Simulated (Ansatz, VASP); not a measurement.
# Ga in VASP and in Ansatz

Contents of POSCAR:

```
Ga
1.0
    2.7784220849      0.0000000000      0.0000000000
    0.0000000000      3.2816087900      0.0000000000
   -1.3434310986      0.0000000000      3.9902731763
Ga
2
Direct
    0.8654037300      0.2500000000      0.2298331700
    0.1345962700      0.7500000000      0.7701668300
```

INCAR.step1

```
SYSTEM = Ga
PREC = Accurate
ENCUT = 520
ISMEAR = 0
SIGMA = 0.1
LREAL = .False.
LASPH = .True.
NELM = 80
NBANDS = 20
GGA = PE
ALGO = Normal
EDIFF = 1E-4
LWAVE = .True.
LCHARG = .False.
```

The input INCAR.step2:

```
SYSTEM = Ga
PREC = Accurate
ENCUT = 520
EDIFF = 1E-6
ISMEAR = 0
SIGMA = 0.1
LREAL = .False.
LASPH = .True.
NELM = 80
ALGO = Normal
ISIF = 2
LWAVE = .False.
LCHARG = .False.
METAGGA = R2SCAN
LMIXTAU = .True.
NBANDS = 20
ISTART = 1
```

KPOINTS

```
Automatic mesh
0
Gamma
  6 6 4
  0 0 0
```

Input for Ansatz:

```yaml
crystal:
  lattice:
    - [2.7784220849, 0.0, 0.0]
    - [0.0, 3.28160879, 0.0]
    - [-1.3434310986, 0.0, 3.9902731763]
  atoms:
    - { symbol: Ga, position: [0.86540373, 0.25, 0.22983317] }
    - { symbol: Ga, position: [0.13459627, 0.75, 0.77016683] }
basis:
  ecutwfc: 500
kpoints:
  mp_grid: { grid: [6, 6, 4] }
hamiltonian:
  xc: r2scan
scf:
  occupations: { method: gaussian, width: 0.1 }
  lower_state_search: "off"
output:
  forces: true
  stress: true
  eigenvalues: true
```

Alike in both runs: task single point; functional r2SCAN; k mesh 6 × 6 × 4; occupations gaussian, width 0.1 eV; no spin polarisation.

|  | VASP | Ansatz |
| --- | --- | --- |
| version | VASP 6.6.1 | Ansatz 0.2.0 |
| potentials or method | VASP PAW PBE potentials, release 64 (Ga_d), cutoff 520 eV | scalar-relativistic, plane waves, PAW |
| valence electrons in the cell | 26 | 26 |

Ansatz gave:

* gap on the k mesh at the Fermi level (eV): none
* pressure (GPa): -0.1
* traceless stress, the component that is largest in VASP (GPa): -1.74
* rms of the force components (eV/Å): 0.021

Task: Estimate VASP's values.

Result: gap on the k mesh at the Fermi level (eV): none; pressure (GPa): -0.1; traceless stress, the component that is largest in VASP (GPa): -1.74; rms of the force components (eV/Å): 0.017.

VASP's potentials were made for PBE, not for r2SCAN. Atom by atom the forces differ by 0.004 eV/Å (rms over components). A gap of «none» marks a metal or a gap that the smearing closes.

The k mesh is coarse, so the values compare programs but aren't converged.
